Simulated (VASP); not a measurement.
# AlRu in VASP: a series of runs

AlRu is run at these levels: r2SCAN; tasks: single point.

Program: VASP 6.6.1. These are calculated values, not measurements. Logs are shortened: lines on timing, memory, paths and dates and some standing lists are left out, and cuts for length are marked.

### 1 The cell of the first run

The structure is cubic, space group Pm-3m (No. 221). Conventional cell: a = 2.902 Å, b = 2.902 Å, c = 2.902 Å, α = 90.00°, β = 90.00°, γ = 90.00°. Within 3.3 Å of Al (site symmetry m-3m) lie 8 Ru at 2.51 Å and 6 Al at 2.90 Å. Within 3.3 Å of Ru (site symmetry m-3m) lie 8 Al at 2.51 Å and 6 Ru at 2.90 Å.

### 2 Single point, r2SCAN (strain -0.030 along x and y, -0.030 along z)

Input file POSCAR:

```
AlRu
1.0
    2.9018520000      0.0000000000      0.0000000000
    0.0000000000      2.9018520000      0.0000000000
    0.0000000000      0.0000000000      2.9018520000
Al Ru
1 1
Direct
    0.0000000000      0.0000000000      0.0000000000
    0.5000000000      0.5000000000      0.5000000000
```

Input file INCAR.step1:

```
SYSTEM = AlRu
PREC = Accurate
ENCUT = 520
ISMEAR = 0
SIGMA = 0.15
LREAL = .False.
LASPH = .True.
NELM = 60
NBANDS = 16
GGA = PE
ALGO = Normal
EDIFF = 1E-4
LWAVE = .True.
LCHARG = .False.
```

Input file INCAR.step2:

```
SYSTEM = AlRu
PREC = Accurate
ENCUT = 520
EDIFF = 1E-7
ISMEAR = 0
SIGMA = 0.15
LREAL = .False.
LASPH = .True.
NELM = 60
ALGO = Normal
ISIF = 2
LWAVE = .False.
LCHARG = .False.
METAGGA = R2SCAN
LMIXTAU = .True.
NBANDS = 16
ISTART = 1
```

Input file KPOINTS:

```
Automatic mesh
0
Gamma
  16 16 16
  0 0 0
```

Potentials or basis: VASP PAW PBE potentials, release 64 (Al, Ru_pv).

The run is started by

```bash
$ cat potpaw_PBE.64/Al/POTCAR potpaw_PBE.64/Ru_pv/POTCAR > POTCAR
$ cp INCAR.step1 INCAR
$ mpirun -np 1 vasp_std > vasp.out
$ cp INCAR.step2 INCAR
$ mpirun -np 1 vasp_std > vasp.out
```

OUTCAR:

```text
SYSTEM = AlRu
   PREC = Accurate
   ENCUT = 520
   EDIFF = 1E-7
   ISMEAR = 0
   LREAL = .False.
   LASPH = .True.
   NELM = 60
   ISIF = 2
   METAGGA = R2SCAN
   ISTART = 1

 ion  position               nearest neighbor table
   1  0.000  0.000  0.000-   2 2.51   2 2.51   2 2.51   2 2.51   2 2.51   2 2.51   2 2.51   2 2.51

   2  0.500  0.500  0.500-   1 2.51   1 2.51   1 2.51   1 2.51   1 2.51   1 2.51   1 2.51   1 2.51

  LATTYP: Found a simple cubic cell.
 ALAT       =     2.9018520000

  Lattice vectors:

 A1 = (   2.9018520000,   0.0000000000,   0.0000000000)
 A2 = (   0.0000000000,   2.9018520000,   0.0000000000)
 A3 = (   0.0000000000,   0.0000000000,   2.9018520000)

Analysis of symmetry for initial positions (statically):
=====================================================================
 Subroutine PRICEL returns:
 Original cell was already a primitive cell.

 Routine SETGRP: Setting up the symmetry group for a
 simple cubic supercell.

 Subroutine GETGRP returns: Found 48 space group operations
[... 9 lines left out ...]

 Routine SETGRP: Setting up the symmetry group for a
 simple cubic supercell.

 Subroutine GETGRP returns: Found 48 space group operations
[... 11 lines left out ...]
                                     Primitive cell

  volume of cell :      24.4358

  direct lattice vectors                    reciprocal lattice vectors
     2.901852000  0.000000000  0.000000000     0.344607513  0.000000000  0.000000000
     0.000000000  2.901852000  0.000000000     0.000000000  0.344607513  0.000000000
     0.000000000  0.000000000  2.901852000     0.000000000  0.000000000  0.344607513

  length of vectors
     2.901852000  2.901852000  2.901852000     0.344607513  0.344607513  0.344607513

  position of ions in fractional coordinates (direct lattice)
     0.000000000  0.000000000  0.000000000
     0.500000000  0.500000000  0.500000000

  ion indices of the primitive-cell ions
   primitive index   ion index
                 1           1
                 2           2

----------------------------------------------------------------------------------------

 KPOINTS: Automatic mesh

Automatic generation of k-mesh.
 Grid dimensions read from file:
 generate k-points for:   16   16   16

 Generating k-lattice:

  Cartesian coordinates                     Fractional coordinates (reciprocal lattice)
     0.021537970  0.000000000  0.000000000     0.062500000  0.000000000  0.000000000
     0.000000000  0.021537970  0.000000000     0.000000000  0.062500000  0.000000000
     0.000000000  0.000000000  0.021537970     0.000000000  0.000000000  0.062500000

  Length of vectors
     0.021537970  0.021537970  0.021537970

  Shift w.r.t. Gamma in fractional coordinates (k-lattice)
     0.000000000  0.000000000  0.000000000

 Subroutine IBZKPT returns following result:
 ===========================================

 Found    165 irreducible k-points:

 Following reciprocal coordinates:
            Coordinates               Weight
  0.000000  0.000000  0.000000      1.000000
  0.062500  0.000000  0.000000      6.000000
  0.125000  0.000000  0.000000      6.000000
  0.187500  0.000000  0.000000      6.000000
  0.250000  0.000000  0.000000      6.000000
  0.312500  0.000000  0.000000      6.000000
[... 16 lines left out ...]
  0.437500  0.125000  0.000000     24.000000
  0.500000  0.125000  0.000000     12.000000
 [... further k-points ...]
   k-points           NKPTS =    165   k-points in BZ     NKDIM =    165   number of bands    NBANDS=     16
   number of dos      NEDOS =    301   number of ions     NIONS =      2
   total plane-waves  NPLWV =  13824
   dimension x,y,z NGX =    24 NGY =   24 NGZ =   24
   dimension x,y,z NGXF=    48 NGYF=   48 NGZF=   48
   ions per type =               1   1
   NGX,Y,Z   is equivalent  to a cutoff of  13.75, 13.75, 13.75 a.u.
   NGXF,Y,Z  is equivalent  to a cutoff of  27.50, 27.50, 27.50 a.u.
 SYSTEM =  AlRu
   PREC   = accura    normal or accurate (medium, high low for compatibility)
   ISTART =      1    job   : 0-new  1-cont  2-samecut
   ICHARG =      0    charge: 1-file 2-atom 10-const
   ISPIN  =      1    spin polarized calculation?
   LNONCOLLINEAR =      F non collinear calculations
   LSORBIT =      F    spin-orbit coupling
   LASPH  =      T    aspherical Exc in radial PAW
   ENCUT  =  520.0 eV  38.22 Ry    6.18 a.u.   5.40  5.40  5.40*2*pi/ulx,y,z
   NELM   =     60;   NELMIN=  2; NELMDL=  0     # of ELM steps
   EDIFF  = 0.1E-06   stopping-criterion for ELM
   LREAL  =      F    real-space projection
   EDIFFG = 0.1E-05   stopping-criterion for IOM
   NSW    =      0    number of steps for IOM
   IBRION =     -1    ionic relax: 0-MD 1-quasi-New 2-CG
   NFREE  =      0    steps in history (QN), initial steepest desc. (CG)
   ISIF   =      2    stress and relaxation
   ISYM   =      2    0-nonsym 1-usesym 2-fastsym
   POTIM  = 0.5000    time-step for ionic-motion
   TEBEG  =    0.0;   TEEND  =   0.0 temperature during run
   PSTRESS=    0.0 pullay stress
   NELECT =      17.0000    total number of electrons
   NUPDOWN=      -1.0000    fix difference up-down
   EMIN   =  10.00;   EMAX   =-10.00  energy-range for DOS
   EFERMI =   0.00;   METHOD = LEGACY
   ISMEAR =     0;   SIGMA  =   0.15  broadening in eV -4-tet -1-fermi 0-gaus
   EFERMI_NEDOS =   21; number of points for ismear=-14 and -15
   IALGO  =     38    algorithm
   IMIX   =      4    mixing-type and parameters
     AMIX     =   0.40;   BMIX     =  1.00
     AMIX_MAG =   1.60;   BMIX_MAG =  1.00
  volume/ion in A,a.u.               =      12.22        82.45
  Fermi-wavevector in a.u.,A,eV,Ry     =   1.450605  2.741246 28.630131  2.104255
  Thomas-Fermi vector in A             =   2.568198
   LORBIT       =      0    0 simple, 1 ext, 2 COOP (PROOUT), +10 PAW based schemes
   METAGGA = R2SCAN    functional components
   LHFCALC =     F    Hartree Fock is set to
   AEXX    =    0.0000 exact exchange contribution
   IVDW    =     0    specifies the selected vdW correction
   LEPSILON=     F    determine dielectric tensor
   LRPA    =     F    only Hartree local field effects (RPA)
 non-spin polarized calculation
 Gauss-broadening in eV      SIGMA  =   0.15
  energy-cutoff  :      520.00
  volume of cell :       24.44
 maximum number of plane-waves:       691
 NGX is ok and might be reduce to    24
   NGX = 11   NGY = 11   NGZ = 11

 number of electron      17.0000002 magnetization

 Free energy of the ion-electron system (eV)
  ---------------------------------------------------
  ext. energy  EPLUGINS =         0.00000000
  ---------------------------------------------------
  free energy    TOTEN  =       -33.48282907 eV

  energy without entropy =      -33.46686332  energy(sigma->0) =      -33.47484620

 E-fermi :  11.9332     XC(G=0): -14.1348

 val. band max:       11.9311134463   @ k =   0.4375   0.2500   0.1875
 cond. band min:      11.9364884822   @ k =   0.4375   0.4375   0.1250
 fundamental gap:      0.0053750359
 Fermi energy:        11.9332097952

 k-point     1 :       0.0000    0.0000    0.0000
  band No.  band energies     occupation
      1     -31.1862      2.00000
      2     -31.1862      2.00000
      3     -31.1862      2.00000
      4       1.1871      2.00000
      5       7.6762      2.00000
      6       7.6762      2.00000
[... 8 lines left out ...]
     15      23.9592      0.00000
     16      30.2742      0.00000

 k-point     2 :       0.0625    0.0000    0.0000
  band No.  band energies     occupation
      1     -31.1988      2.00000
      2     -31.1851      2.00000
      3     -31.1851      2.00000
      4       1.2735      2.00000
      5       7.7088      2.00000
      6       7.7115      2.00000
[... 8 lines left out ...]
     15      24.3145      0.00000
     16      30.5091      0.00000

 k-point     3 :       0.1250    0.0000    0.0000
  band No.  band energies     occupation
      1     -31.2346      2.00000
      2     -31.1821      2.00000
      3     -31.1821      2.00000
      4       1.5291      2.00000
      5       7.7998      2.00000
      6       7.8032      2.00000
[... 8 lines left out ...]
     15      25.0571      0.00000
     16      31.2296      0.00000

 k-point     4 :       0.1875    0.0000    0.0000
  band No.  band energies     occupation
      1     -31.2879      2.00000
      2     -31.1775      2.00000
      3     -31.1775      2.00000
      4       1.9427      2.00000
      5       7.8871      2.00000
      6       7.9503      2.00000
[... 8 lines left out ...]
     15      25.7769      0.00000
     16      31.4418      0.00000

 k-point     5 :       0.2500    0.0000    0.0000
  band No.  band energies     occupation
      1     -31.3503      2.00000
      2     -31.1721      2.00000
      3     -31.1721      2.00000
      4       2.4971      2.00000
      5       7.8814      2.00000
      6       8.1336      2.00000
[... 8 lines left out ...]
     15      26.3258      0.00000
     16      30.3395      0.00000

 k-point     6 :       0.3125    0.0000    0.0000
  band No.  band energies     occupation
      1     -31.4122      2.00000
      2     -31.1667      2.00000
      3     -31.1667      2.00000
      4       3.1695      2.00000
      5       7.6774      2.00000
      6       8.3291      2.00000
[... 8 lines left out ...]
     15      26.6938      0.00000
     16      29.2072      0.00000
[... 267 lines left out ...]
 k-point    21 :       0.3125    0.1250    0.0000
  band No.  band energies     occupation
      1     -31.4064      2.00000
      2     -31.2133      2.00000
      3     -31.1624      2.00000
      4       3.4504      2.00000
      5       7.7393      2.00000
      6       8.4837      2.00000
[... 8 lines left out ...]
     15      27.8485      0.00000
     16      28.1417      0.00000

 k-point    22 :       0.3750    0.1250    0.0000
  band No.  band energies     occupation
      1     -31.4581      2.00000
      2     -31.2083      2.00000
      3     -31.1578      2.00000
      4       4.1844      2.00000
      5       7.2426      2.00000
      6       8.6731      2.00000
[... 8 lines left out ...]
     15      26.7968      0.00000
     16      27.8810      0.00000

 k-point    23 :       0.4375    0.1250    0.0000
  band No.  band energies     occupation
      1     -31.4924      2.00000
      2     -31.2050      2.00000
      3     -31.1547      2.00000
      4       4.9687      2.00000
      5       6.5723      2.00000
      6       8.8185      2.00000
[... 8 lines left out ...]
     15      25.7755      0.00000
     16      26.9025      0.00000

 k-point    24 :       0.5000    0.1250    0.0000
  band No.  band energies     occupation
      1     -31.5044      2.00000
      2     -31.2038      2.00000
      3     -31.1537      2.00000
      4       5.6473      2.00000
      5       5.9269      2.00000
      6       8.8751      2.00000
[... 8 lines left out ...]
     15      25.3207      0.00000
     16      26.3583      0.00000

 [... further k-points ...]

------------------------ aborting loop because EDIFF is reached ----------------------------------------

  FORCE on cell =-STRESS in cart. coord.  units (eV):
  Direction    XX          YY          ZZ          XY          YZ          ZX
  --------------------------------------------------------------------------------------
  -------------------------------------------------------------------------------------
  Total        3.3666267      3.3666267      3.3666267     -0.0000000     -0.0000000      0.0000000
  in kB      220.7393564    220.7393564    220.7393564     -0.0000000     -0.0000000      0.0000000
  external PRESSURE =     220.7393564 kB  Pullay stress =       0.0000000 kB

 VOLUME and BASIS-vectors are now :
 -----------------------------------------------------------------------------
  energy-cutoff  :      520.00
  volume of cell :       24.44
      direct lattice vectors                 reciprocal lattice vectors
     2.901852000  0.000000000  0.000000000     0.344607513  0.000000000  0.000000000
     0.000000000  2.901852000  0.000000000     0.000000000  0.344607513  0.000000000
     0.000000000  0.000000000  2.901852000     0.000000000  0.000000000  0.344607513

 POSITION                                       TOTAL-FORCE (eV/Angst)
 -----------------------------------------------------------------------------------
      0.00000      0.00000      0.00000         0.000000      0.000000      0.000000
      1.45093      1.45093      1.45093         0.000000      0.000000      0.000000
 -----------------------------------------------------------------------------------
    total drift:                                0.000000     -0.000000     -0.000000

  FREE ENERGIE OF THE ION-ELECTRON SYSTEM (eV)
  ---------------------------------------------------
  free  energy   TOTEN  =       -33.4828290720 eV

  energy  without entropy=      -33.4668633204  energy(sigma->0) =      -33.47484620
```

It took 84 s on 1 thread of Intel Xeon Platinum 8488C (Sapphire Rapids), shared host; peak memory 0.19 GiB.

Results:

```
Free energy : -33.4828 eV
Pressure    : 22.1 GPa
```

Levels at points of the mesh, in eV from the Fermi level:
```
           k point  band 6  band 7  band 8  band 9  band 10  band 11  band 12  band 13
(0.00, 0.00, 0.00)   -4.26    0.18    0.18    0.18     6.98     6.98     6.98    10.45
(0.50, 0.00, 0.00)   -3.26   -1.93   -1.93    0.49     2.87     7.63    10.46    12.09
(0.50, 0.50, 0.00)   -1.54   -1.54   -1.46   -1.46     1.95     6.30     7.76    10.46
(0.50, 0.50, 0.50)   -5.50    2.07    2.07    3.78     4.56     4.56     4.56     9.88
```

Caveat: the cell differs from its parent crystal (strain -0.030 along x and y, -0.030 along z); the PAW data sets were made with another functional, which shifts forces and pressure a little.

### 3 Single point, r2SCAN (strain +0.030 along x and y, +0.000 along z)

Input file POSCAR:

```
AlRu
1.0
    3.0813480000      0.0000000000      0.0000000000
    0.0000000000      3.0813480000      0.0000000000
    0.0000000000      0.0000000000      2.9916000000
Al Ru
1 1
Direct
    0.0000000000      0.0000000000      0.0000000000
    0.5000000000      0.5000000000      0.5000000000
```

Input file INCAR.step1:

```
  ALGO = Normal
  EDIFF = 1E-4
  ENCUT = 520
  GGA = PE
  ISMEAR = 0
  LASPH = T
  LCHARG = F
  LREAL = F
  LWAVE = T
  NBANDS = 16
  NELM = 100
  PREC = Accurate
  SIGMA = 0.15
```

Input file INCAR.step2:

```
  ALGO = Normal
  EDIFF = 1E-7
  ENCUT = 520
  ISIF = 2
  ISMEAR = 0
  ISTART = 1
  LASPH = T
  LCHARG = F
  LMIXTAU = T
  LREAL = F
  LWAVE = F
  METAGGA = R2SCAN
  NBANDS = 16
  NELM = 100
  PREC = Accurate
  SIGMA = 0.15
```

Input file KPOINTS:

```
k-points
0
Gamma
  16 16 16
```

Potentials or basis: VASP PAW PBE potentials, release 64 (Al, Ru_pv).

The run is started by

```bash
$ cat potpaw_PBE.64/Al/POTCAR potpaw_PBE.64/Ru_pv/POTCAR > POTCAR
$ cp INCAR.step1 INCAR
$ mpirun -np 1 vasp_std > vasp.out
$ cp INCAR.step2 INCAR
$ mpirun -np 1 vasp_std > vasp.out
```

It took 9 min on 1 thread of AMD EPYC 7R13 (Zen 3), shared host; peak memory 0.25 GiB.

Results (log left out):

```yaml
Free_energy: -33.5319 eV
Pressure: -12.8 GPa
```

Stress tensor (GPa, compression positive):
```
-14.41   0.00   0.00
  0.00 -14.41   0.00
  0.00   0.00  -9.70
```

Levels at points of the mesh, in eV from the Fermi level:
```
           k point  band 6  band 7  band 8  band 9  band 10  band 11  band 12  band 13
(0.00, 0.00, 0.00)   -3.37    0.01    0.20    0.20     5.89     5.89     6.84    10.29
(0.50, 0.00, 0.00)   -2.61   -1.70   -1.35    0.42     2.12     7.75    10.29    11.00
(0.50, 0.50, 0.00)   -1.57   -1.57   -0.97   -0.97     1.45     4.98     5.99    10.29
(0.00, 0.00, 0.50)   -2.48   -1.70   -1.70    0.29     2.59     7.74    10.29    11.02
(0.50, 0.00, 0.50)   -1.50   -1.29   -1.28   -1.20     1.61     5.40     6.19    10.29
(0.50, 0.50, 0.50)   -4.57    1.56    1.74    2.81     4.11     4.11     4.28     8.11
```

Caveat: the cell differs from its parent crystal (strain +0.030 along x and y, +0.000 along z); the PAW data sets were made with another functional, which shifts forces and pressure a little.
